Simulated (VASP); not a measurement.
Here is a VASP 6.6.1 calculation.

INCAR

```
ALGO     = Fast           # electronic algorithm
EDIFF    = 1E-6           # SCF threshold, eV
ENCUT    = 520            # plane-wave cutoff, eV
GGA      = PE             # functional
ISIF     = 2              # what is computed and relaxed
ISMEAR   = 0              # smearing method
LASPH    = T              # aspherical terms in the spheres
LCHARG   = F              # write CHGCAR
LREAL    = F              # projectors in reciprocal space
LWAVE    = F              # write WAVECAR
NBANDS   = 18             # bands
NELM     = 100            # most SCF steps
PREC     = Accurate       # precision mode
SIGMA    = 0.1            # smearing width, eV
```

File KPOINTS:

```
k-points
0
Gamma
  12 12 6
```

The input POSCAR:

```
Al3As2
1.0
    3.7376859782      0.0000000000      0.0000000000
   -1.8688429891      3.2369310085      0.0000000000
    0.0000000000      0.0000000000      8.0738329286
Al As
3 2
Direct
    0.0000000000      0.0000000000      0.0000000000
    0.3333333333      0.6666666667      0.6240173119
    0.6666666667      0.3333333333      0.3759826881
    0.3333333333      0.6666666667      0.1946511459
    0.6666666667      0.3333333333      0.8053488541
```

Potentials or basis: VASP PAW PBE potentials, release 64 (Al, As).

Launch:

```bash
$ cat potpaw_PBE.64/Al/POTCAR potpaw_PBE.64/As/POTCAR > POTCAR
$ mpirun -np 1 vasp_std > vasp.out
```

(1) Predict the band gap on the k mesh.

(2) Predict the pressure.

## Answers

(1) zero (an odd number of electrons rules out a gap without spin polarisation).

(2) 0.2 GPa.
